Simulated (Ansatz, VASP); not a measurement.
Ir: VASP beside Ansatz

```
Ir
1.0
     0.00000    1.90548    1.90548
     1.90548    0.00000    1.90548
     1.90548    1.90548    0.00000
Ir
1
Direct
  0.00000 0.00000 0.00000
```

Alike in both runs: functional LDA; k mesh 18 × 18 × 18; occupations gaussian, width 0.1 eV; no spin polarisation.

Ansatz relaxed the structure, and its values are those at the end. VASP's run is a single point on that final structure, the one shown.

|  | VASP | Ansatz |
| --- | --- | --- |
| version | VASP 6.6.1 | Ansatz 0.2.0 |
| potentials or method | VASP PAW LDA potentials, release 64 (Ir_sv_GW), cutoff 560 eV | scalar-relativistic, plane waves, PAW |
| valence electrons in the cell | 17 | 17 |

|  | VASP | Ansatz | Ansatz less VASP |
| --- | --- | --- | --- |
| gap on the k mesh at the Fermi level (eV) | none | none | - |
| pressure (GPa) | -0.4 | 0.0 | +0.36 |

LDA's correlation is that of Perdew and Zunger in VASP and of Perdew and Wang (1992) in Ansatz. A gap of «none» marks a metal or a gap that the smearing closes.

Spin-orbit coupling is off throughout.
